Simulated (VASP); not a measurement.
A run of VASP 6.6.1:

INCAR

```
SYSTEM = H3C2
PREC = Accurate ; ENCUT = 520
EDIFF = 1E-6 ; ISMEAR = 0
SIGMA = 0.02 ; LREAL = .FALSE.
LASPH = .TRUE. ; NELM = 100
ALGO = Normal ; ISIF = 2
LWAVE = .FALSE. ; LCHARG = .FALSE.
GGA = PE ; IVDW = 12
NBANDS = 22
```

The input KPOINTS:

```
Automatic mesh
0
G
  6 6 6
  0 0 0
```

The input POSCAR:

```
H3C2
1.0
    3.5794450000     -3.2276450000      0.0000000000
    3.5794450000      3.2276450000      0.0000000000
   -0.7818911305      0.0000000000      4.0025240002
H C
6 4
Direct
    0.2693509748      0.2693509748      0.5487398354
    0.7306490252      0.7306490252      0.4512601646
    0.2142837207      0.4896399596      0.2273084281
    0.5103600404      0.7857162793      0.7726915719
    0.7857162793      0.5103600404      0.7726915719
    0.4896399596      0.2142837207      0.2273084281
    0.0799891429      0.0799891429      0.0834209250
    0.9200108571      0.9200108571      0.9165790750
    0.2721810248      0.2721810248      0.2804067217
    0.7278189752      0.7278189752      0.7195932783
```

Potentials or basis: VASP PAW PBE potentials, release 64 (H, C).

Command:

```bash
$ cat potpaw_PBE.64/H/POTCAR potpaw_PBE.64/C/POTCAR > POTCAR
$ mpirun -np 1 vasp_std > vasp.out
```

Hardware: 1 thread of Intel(R) Xeon(R) 6975P-C (Granite Rapids), with other jobs on the host.

Problem. How long does it take, and how much memory?

Solution. It took 55 s on 1 thread of Intel(R) Xeon(R) 6975P-C (Granite Rapids), on a shared host, peak memory 0.24 GiB. Counts: scf iterations 14, k points 68.
